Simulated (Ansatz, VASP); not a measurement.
**KSiH in VASP and in Ansatz**

The input INCAR:

```
SYSTEM = KSiH
PREC = Accurate
ENCUT = 500
EDIFF = 1E-7
ISMEAR = 0
SIGMA = 0.1
LREAL = .False.
LASPH = .True.
NELM = 120
ALGO = Normal
ISIF = 3
LWAVE = .False.
LCHARG = .False.
GGA = PE
IBRION = 2
NSW = 90
EDIFFG = -0.04
GGA_COMPAT = .False.
NELMIN = 4
```

File KPOINTS:

```
Automatic mesh
0
Gamma
  6 6 2
  0 0 0
```

The input POSCAR:

```
KSiH
1.0
    3.6149505400      0.0000000000      0.0000000000
    0.0000000000      3.6149505400      0.0000000000
    0.0000000000      0.0000000000      8.1337635700
K Si H
2 2 2
Direct
    0.0000000000      0.5000000000      0.7390114100
    0.5000000000      0.0000000000      0.2609885900
    0.5000000000      0.0000000000      0.6224523800
    0.0000000000      0.5000000000      0.3775476200
    0.0000000000      0.0000000000      0.0000000000
    0.5000000000      0.5000000000      0.0000000000
```

Input for Ansatz:

```yaml
crystal:
  lattice:
    - [3.61495054, 0.0, 0.0]
    - [0.0, 3.61495054, 0.0]
    - [0.0, 0.0, 8.13376357]
  atoms:
    - { symbol: K, position: [0.0, 0.5, 0.73901141] }
    - { symbol: K, position: [0.5, 0.0, 0.26098859] }
    - { symbol: Si, position: [0.5, 0.0, 0.62245238] }
    - { symbol: Si, position: [0.0, 0.5, 0.37754762] }
    - { symbol: H, position: [0.0, 0.0, 0.0] }
    - { symbol: H, position: [0.5, 0.5, 0.0] }
basis:
  ecutwfc: 420
kpoints:
  mp_grid: { grid: [6, 6, 2] }
hamiltonian:
  xc: pbe
scf:
  occupations: { method: gaussian, width: 0.1 }
  lower_state_search: "off"
output:
  forces: true
  stress: true
  eigenvalues: true
relax:
  adjacent_minimum: "off"
  f_tol: 0.04
  max_steps: 70
  cell: { stress_tol: 0.4 }
```

Change from the starting cell: species swapped into the ZrGeSe type (P4/nmm, No. 129).

Alike in both runs: task relaxation of cell and atoms; functional PBE; k mesh 6 × 6 × 2; occupations gaussian, width 0.1 eV; no spin polarisation.

|  | VASP | Ansatz |
| --- | --- | --- |
| version | VASP 6.6.1 | Ansatz 0.2.0 |
| potentials or method | VASP PAW PBE potentials, release 64 (K_sv, Si, H), cutoff 500 eV | scalar-relativistic, plane waves, PAW |
| valence electrons in the cell | 28 | 28 |

VASP gave:

| Property | Result |
| --- | --- |
| gap on the k mesh at the Fermi level, each at its own relaxed structure (eV) | none |
| relaxed volume (Å³/atom) | 21.82 |
| relaxed cell length with the largest relative difference (Å) | 10.136 |

Q: What did Ansatz give for the same quantities?

A: gap on the k mesh at the Fermi level, each at its own relaxed structure (eV): none; relaxed volume (Å³/atom): 21.71; relaxed cell length with the largest relative difference (Å): 10.049.

A gap of «none» marks a metal or a gap that the smearing closes.

The k mesh is coarse, so the values compare programs but aren't converged. Noted on VASP's run: the volume moved by over 15 % at a fixed basis, so the end points are rough.
